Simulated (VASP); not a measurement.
# Te (P3_121) in VASP: further runs

The runs below take Te through single point, with LDA.

Everything below comes from runs of VASP 6.6.1. Logs are shortened: lines on timing, memory, paths and dates and some standing lists are left out, and cuts for length are marked.

**1. The cell of the first run**

It takes space group P3_121 (No. 152, trigonal). The conventional cell has a = 4.367 Å, b = 4.367 Å, c = 5.804 Å, α = 90.00°, β = 90.00°, γ = 120.00°. Te (site symmetry 2) has 6 Te at 2.73 to 3.46 Å within 3.6 Å.

**2. Single point, LDA (31.95 Å³/atom)**

INCAR

```
SYSTEM = Te
ALGO     = Normal         ! electronic algorithm
EDIFF    = 1E-6           ! SCF threshold, eV
ENCUT    = 520            ! plane-wave cutoff, eV
ISIF     = 2              ! what is computed and relaxed
ISMEAR   = -1             ! smearing method
LASPH    = .True.         ! aspherical terms in the spheres
LCHARG   = .True.         ! write CHGCAR
LELF     = .True.         ! ELF
LREAL    = .False.        ! projectors in reciprocal space
LVHAR    = .True.       
LWAVE    = .False.        ! write WAVECAR
NBANDS   = 16             ! bands
NELM     = 60             ! most SCF steps
PREC     = Accurate       ! precision mode
SIGMA    = 0.08           ! smearing width, eV
```

KPOINTS

```
k-points
0
Gamma
  9 9 6
  0 0 0
```

POSCAR

```
Te
1.0
    4.3669943424      0.0000000000      0.0000000000
   -2.1834971712      3.7819280387      0.0000000000
    0.0000000000      0.0000000000      5.8040476941
Te
3
Direct
    0.7450000000      0.0000000000      0.3333333333
    0.0000000000      0.7450000000      0.6666666667
    0.2550000000      0.2550000000      0.0000000000
```

Potentials or basis: VASP PAW LDA potentials, release 64 (Te).

Run with:

```
cat potpaw_LDA.64/Te/POTCAR > POTCAR
mpirun -np 1 vasp_std > vasp.out
```

OUTCAR:

```text
SYSTEM = Te
   EDIFF = 1E-6
   ENCUT = 520
   ISIF = 2
   ISMEAR = -1
   LASPH = .True.
   LREAL = .False.
   NELM = 60
   PREC = Accurate

 ion  position               nearest neighbor table
   1  0.745  0.000  0.333-   3 2.73   2 2.73   3 3.46   3 3.46   2 3.46   2 3.46
   2  0.000  0.745  0.667-   3 2.73   1 2.73   3 3.46   3 3.46   1 3.46   1 3.46
   3  0.255  0.255  0.000-   2 2.73   1 2.73   1 3.46   2 3.46   2 3.46   1 3.46

  LATTYP: Found a hexagonal cell.
 ALAT       =     4.3669943424
 C/A-ratio  =     1.3290714938

  Lattice vectors:

 A1 = (   4.3669943424,   0.0000000000,   0.0000000000)
 A2 = (  -2.1834971712,   3.7819280387,   0.0000000000)
 A3 = (   0.0000000000,   0.0000000000,   5.8040476941)

Analysis of symmetry for initial positions (statically):
=====================================================================
 Subroutine PRICEL returns:
 Original cell was already a primitive cell.

 Routine SETGRP: Setting up the symmetry group for a
 hexagonal supercell.

 Subroutine GETGRP returns: Found  6 space group operations
 (whereof  2 operations were pure point group operations)
 out of a pool of 24 trial point group operations.

The static configuration has the point symmetry C_2 .
 The point group associated with its full space group is D_3 .

Analysis of symmetry for dynamics (positions and initial velocities):
=====================================================================
 Subroutine PRICEL returns:
 Original cell was already a primitive cell.

 Routine SETGRP: Setting up the symmetry group for a
 hexagonal supercell.

 Subroutine GETGRP returns: Found  6 space group operations
 (whereof  2 operations were pure point group operations)
 out of a pool of 24 trial point group operations.

The dynamic configuration has the point symmetry C_2 .
 The point group associated with its full space group is D_3 .

 Subroutine INISYM returns: Found  6 space group operations
 (whereof  2 operations are pure point group operations),
 and found     1 'primitive' translations

----------------------------------------------------------------------------------------

                                     Primitive cell

  volume of cell :      95.8577

  direct lattice vectors                    reciprocal lattice vectors
     4.366994342  0.000000000  0.000000000     0.228990450  0.132207698  0.000000000
    -2.183497171  3.781928039  0.000000000     0.000000000  0.264415396  0.000000000
     0.000000000  0.000000000  5.804047694     0.000000000  0.000000000  0.172293553

  length of vectors
     4.366994342  4.366994342  5.804047694     0.264415396  0.264415396  0.172293553

  position of ions in fractional coordinates (direct lattice)
     0.745000000  0.000000000  0.333333333
     0.000000000  0.745000000  0.666666667
     0.255000000  0.255000000  0.000000000

  ion indices of the primitive-cell ions
   primitive index   ion index
                 1           1
                 2           2
                 3           3

----------------------------------------------------------------------------------------

 KPOINTS: k-points

Automatic generation of k-mesh.
 Grid dimensions read from file:
 generate k-points for:    9    9    6

 Generating k-lattice:

  Cartesian coordinates                     Fractional coordinates (reciprocal lattice)
     0.025443383  0.014689744  0.000000000     0.111111111  0.000000000  0.000000000
     0.000000000  0.029379488  0.000000000     0.000000000  0.111111111  0.000000000
     0.000000000  0.000000000  0.028715592     0.000000000  0.000000000  0.166666667

  Length of vectors
     0.029379488  0.029379488  0.028715592

  Shift w.r.t. Gamma in fractional coordinates (k-lattice)
     0.000000000  0.000000000  0.000000000

 Subroutine IBZKPT returns following result:
 ===========================================

 Found     62 irreducible k-points:

 Following reciprocal coordinates:
            Coordinates               Weight
  0.000000  0.000000  0.000000      1.000000
  0.111111  0.000000  0.000000      6.000000
  0.222222  0.000000  0.000000      6.000000
  0.333333  0.000000  0.000000      6.000000
  0.444444  0.000000  0.000000      6.000000
  0.111111  0.111111  0.000000      6.000000
[... 16 lines left out ...]
  0.222222  0.111111  0.166667     12.000000
 -0.111111  0.333333  0.166667     12.000000
 [... further k-points ...]
   k-points           NKPTS =     62   k-points in BZ     NKDIM =     62   number of bands    NBANDS=     16
   number of dos      NEDOS =    301   number of ions     NIONS =      3
   total plane-waves  NPLWV =  49152
   dimension x,y,z NGX =    32 NGY =   32 NGZ =   48
   dimension x,y,z NGXF=    64 NGYF=   64 NGZF=   96
   ions per type =               3
   NGX,Y,Z   is equivalent  to a cutoff of  12.18, 12.18, 13.75 a.u.
   NGXF,Y,Z  is equivalent  to a cutoff of  24.36, 24.36, 27.50 a.u.
 SYSTEM =  Te
   PREC   = accura    normal or accurate (medium, high low for compatibility)
   ISTART =      0    job   : 0-new  1-cont  2-samecut
   ICHARG =      2    charge: 1-file 2-atom 10-const
   ISPIN  =      1    spin polarized calculation?
   LNONCOLLINEAR =      F non collinear calculations
   LSORBIT =      F    spin-orbit coupling
   LASPH  =      T    aspherical Exc in radial PAW
   ENCUT  =  520.0 eV  38.22 Ry    6.18 a.u.   8.12  8.12 10.79*2*pi/ulx,y,z
   NELM   =     60;   NELMIN=  2; NELMDL= -5     # of ELM steps
   EDIFF  = 0.1E-05   stopping-criterion for ELM
   LREAL  =      F    real-space projection
   EDIFFG = 0.1E-04   stopping-criterion for IOM
   NSW    =      0    number of steps for IOM
   IBRION =     -1    ionic relax: 0-MD 1-quasi-New 2-CG
   NFREE  =      0    steps in history (QN), initial steepest desc. (CG)
   ISIF   =      2    stress and relaxation
   ISYM   =      2    0-nonsym 1-usesym 2-fastsym
   POTIM  = 0.5000    time-step for ionic-motion
   TEBEG  =    0.0;   TEEND  =   0.0 temperature during run
   PSTRESS=    0.0 pullay stress
   NELECT =      18.0000    total number of electrons
   NUPDOWN=      -1.0000    fix difference up-down
   EMIN   =  10.00;   EMAX   =-10.00  energy-range for DOS
   EFERMI =   0.00;   METHOD = LEGACY
   ISMEAR =    -1;   SIGMA  =   0.08  broadening in eV -4-tet -1-fermi 0-gaus
   EFERMI_NEDOS =   21; number of points for ismear=-14 and -15
   IALGO  =     38    algorithm
   IMIX   =      4    mixing-type and parameters
     AMIX     =   0.40;   BMIX     =  1.00
     AMIX_MAG =   1.60;   BMIX_MAG =  1.00
  volume/ion in A,a.u.               =      31.95       215.63
  Fermi-wavevector in a.u.,A,eV,Ry     =   0.937469  1.771559 11.957443  0.878847
  Thomas-Fermi vector in A             =   2.064583
   LORBIT       =      0    0 simple, 1 ext, 2 COOP (PROOUT), +10 PAW based schemes
   GGA     = CA    functional components
   LHFCALC =     F    Hartree Fock is set to
   AEXX    =    0.0000 exact exchange contribution
   IVDW    =     0    specifies the selected vdW correction
   LEPSILON=     F    determine dielectric tensor
   LRPA    =     F    only Hartree local field effects (RPA)
 non-spin polarized calculation
  energy-cutoff  :      520.00
  volume of cell :       95.86
 maximum number of plane-waves:      2600
   NGX = 17   NGY = 17   NGZ = 21

 number of electron      18.0000000 magnetization

 Free energy of the ion-electron system (eV)
  ---------------------------------------------------
  ext. energy  EPLUGINS =         0.00000000
  ---------------------------------------------------
  free energy    TOTEN  =       -11.23466707 eV

  energy without entropy =      -11.23249930  energy(sigma->0) =      -11.23358318

 E-fermi :   6.7134     XC(G=0):  -9.5345

 val. band max:        6.6724646119   @ k =   0.3333   0.3333   0.5000
 cond. band min:       7.1304964131   @ k =   0.0000   0.0000   0.5000
 fundamental gap:      0.4580318012
 Fermi energy:         6.7134337793

 k-point     1 :       0.0000    0.0000    0.0000
  band No.  band energies     occupation
      1      -7.7025      2.00000
      2      -4.0094      2.00000
      3      -4.0094      2.00000
      4       3.1996      2.00000
      5       3.6056      2.00000
      6       3.6056      2.00000
[... 8 lines left out ...]
     15      12.3650      0.00000
     16      12.8831      0.00000

 k-point     2 :       0.1111    0.0000    0.0000
  band No.  band energies     occupation
      1      -7.6178      2.00000
      2      -4.0288      2.00000
      3      -3.9753      2.00000
      4       2.5498      2.00000
      5       3.1638      2.00000
      6       3.4353      2.00000
[... 8 lines left out ...]
     15      12.5249      0.00000
     16      12.7762      0.00000

 k-point     3 :       0.2222    0.0000    0.0000
  band No.  band energies     occupation
      1      -7.3774      2.00000
      2      -4.1276      2.00000
      3      -3.8835      2.00000
      4       1.6995      2.00000
      5       2.5485      2.00000
      6       3.0675      2.00000
[... 8 lines left out ...]
     15      12.7398      0.00000
     16      13.3406      0.00000

 k-point     4 :       0.3333    0.0000    0.0000
  band No.  band energies     occupation
      1      -7.0357      2.00000
      2      -4.3613      2.00000
      3      -3.7693      2.00000
      4       1.2540      2.00000
      5       2.0560      2.00000
      6       2.7639      2.00000
[... 8 lines left out ...]
     15      13.5149      0.00000
     16      14.2675      0.00000

 k-point     5 :       0.4444    0.0000    0.0000
  band No.  band energies     occupation
      1      -6.7389      2.00000
      2      -4.6238      2.00000
      3      -3.6882      2.00000
      4       1.1796      2.00000
      5       1.8081      2.00000
      6       2.7018      2.00000
[... 8 lines left out ...]
     15      14.7952      0.00000
     16      15.1665      0.00000

 k-point     6 :       0.1111    0.1111    0.0000
  band No.  band energies     occupation
      1      -7.4548      2.00000
      2      -4.0739      2.00000
      3      -3.9275      2.00000
      4       1.9705      2.00000
      5       2.4409      2.00000
      6       3.4838      2.00000
[... 8 lines left out ...]
     15      12.8057      0.00000
     16      13.1171      0.00000
[... 267 lines left out ...]
 k-point    21 :       0.0000    0.4444    0.1667
  band No.  band energies     occupation
      1      -6.6532      2.00000
      2      -4.8318      2.00000
      3      -3.6301      2.00000
      4       1.4372      2.00000
      5       1.5029      2.00000
      6       2.7923      2.00000
[... 8 lines left out ...]
     15      14.1126      0.00000
     16      14.7712      0.00000

 k-point    22 :       0.1111    0.1111    0.1667
  band No.  band energies     occupation
      1      -7.3478      2.00000
      2      -4.9515      2.00000
      3      -3.0573      2.00000
      4       2.0494      2.00000
      5       2.4154      2.00000
      6       3.4675      2.00000
[... 8 lines left out ...]
     15      12.6238      0.00000
     16      12.8774      0.00000

 k-point    23 :       0.2222    0.1111    0.1667
  band No.  band energies     occupation
      1      -7.0552      2.00000
      2      -4.8897      2.00000
      3      -3.2264      2.00000
      4       1.3890      2.00000
      5       1.8708      2.00000
      6       3.0658      2.00000
[... 8 lines left out ...]
     15      13.3763      0.00000
     16      14.1082      0.00000

 k-point    24 :      -0.1111    0.3333    0.1667
  band No.  band energies     occupation
      1      -7.0608      2.00000
      2      -4.8273      2.00000
      3      -3.3481      2.00000
      4       1.6022      2.00000
      5       2.0918      2.00000
      6       3.2444      2.00000
[... 8 lines left out ...]
     15      13.0068      0.00000
     16      13.4830      0.00000

 [... further k-points ...]

------------------------ aborting loop because EDIFF is reached ----------------------------------------

  FORCE on cell =-STRESS in cart. coord.  units (eV):
  Direction    XX          YY          ZZ          XY          YZ          ZX
  --------------------------------------------------------------------------------------
  -------------------------------------------------------------------------------------
  Total        1.5332578      1.5332578      3.1706557      0.0000000      0.0000000      0.0000000
  in kB       25.6270669     25.6270669     52.9947455      0.0000000      0.0000000      0.0000000
  external PRESSURE =      34.7496264 kB  Pullay stress =       0.0000000 kB

 VOLUME and BASIS-vectors are now :
 -----------------------------------------------------------------------------
  energy-cutoff  :      520.00
  volume of cell :       95.86
      direct lattice vectors                 reciprocal lattice vectors
     4.366994342  0.000000000  0.000000000     0.228990450  0.132207698  0.000000000
    -2.183497171  3.781928039  0.000000000     0.000000000  0.264415396  0.000000000
     0.000000000  0.000000000  5.804047694     0.000000000  0.000000000  0.172293553

 POSITION                                       TOTAL-FORCE (eV/Angst)
 -----------------------------------------------------------------------------------
      3.25341      0.00000      1.93468        -0.992844      0.000000     -0.000000
     -1.62671      2.81754      3.86937         0.496422     -0.859828      0.000000
      0.55679      0.96439      0.00000         0.496422      0.859828      0.000000
 -----------------------------------------------------------------------------------
    total drift:                               -0.000000     -0.000000      0.000000

  FREE ENERGIE OF THE ION-ELECTRON SYSTEM (eV)
  ---------------------------------------------------
  free  energy   TOTEN  =       -11.2346670691 eV

  energy  without entropy=      -11.2324992951  energy(sigma->0) =      -11.23358318
```

It took 68 s on 1 thread of AMD EPYC 9R14 (Zen 4), shared host; peak memory 0.19 GiB.

Results:

```yaml
Free_energy: -11.2347 eV
Pressure: 3.5 GPa
Largest_force: 0.993 eV/Å
```

Forces on the atoms (eV/Å):
```
Te  -0.993  0.000  0.000
Te   0.496 -0.860  0.000
Te   0.496  0.860  0.000
```

Stress tensor (GPa, compression positive):
```
2.56 0.00 0.00
0.00 2.56 0.00
0.00 0.00 5.30
```

Caveat: the cell stands under pressure; spin-orbit coupling is left out, which moves the levels of the heavy elements.

**3. Single point, LDA (33.31 Å³/atom)**

This run uses another cell than the first one, of 33.31 Å³/atom.

INCAR

```
PREC = Accurate ; ENCUT = 520
EDIFF = 1E-7 ; ISMEAR = -1
SIGMA = 0.08 ; LREAL = F
LASPH = T ; NELM = 60
ALGO = Normal ; ISIF = 2
LWAVE = F ; LCHARG = T
GGA = CA ; LELF = T
LVHAR = T ; NBANDS = 16
```

KPOINTS

```
Automatic mesh
0
Gamma
  9 9 6
```

POSCAR

```
Te
1.0
    4.4280790977      0.0000000000      0.0000000000
   -2.2140395489      3.8348289886      0.0000000000
    0.0000000000      0.0000000000      5.8852337012
Te
3
Direct
    0.7450000000      0.0000000000      0.3333333333
    0.0000000000      0.7450000000      0.6666666667
    0.2550000000      0.2550000000      0.0000000000
```

Potentials or basis: VASP PAW LDA potentials, release 64 (Te).

Run with:

```
cat potpaw_LDA.64/Te/POTCAR > POTCAR
mpirun -np 1 vasp_std > vasp.out
```

Wall time 93 s (1 thread of AMD EPYC 9R14 (Zen 4), shared host); peak memory 0.2 GiB.

It converged, with:

| Property | Result |
| --- | --- |
| Free energy | -11.2894 eV |
| Pressure | 0.9 GPa |
| Largest force | 0.668 eV/Å |

Forces on the atoms (eV/Å):
```
Te  -0.668  0.000  0.000
Te   0.334 -0.578  0.000
Te   0.334  0.578  0.000
```

Stress tensor (GPa, compression positive):
```
0.48 0.00 0.00
0.00 0.48 0.00
0.00 0.00 1.79
```

Levels at points of the mesh, in eV from the Fermi level:
```csv
k point,band 7,band 8,band 9,band 10,band 11,band 12
"(0.00, 0.00, 0.00)",-1.82,-1.82,-0.76,0.95,0.95,1.63
"(0.00, 0.00, 0.50)",-1.52,-1.26,-1.26,0.46,0.59,0.59
```

Caveat: spin-orbit coupling is left out, which moves the levels of the heavy elements.

(Part 1 of 2 ends here.)
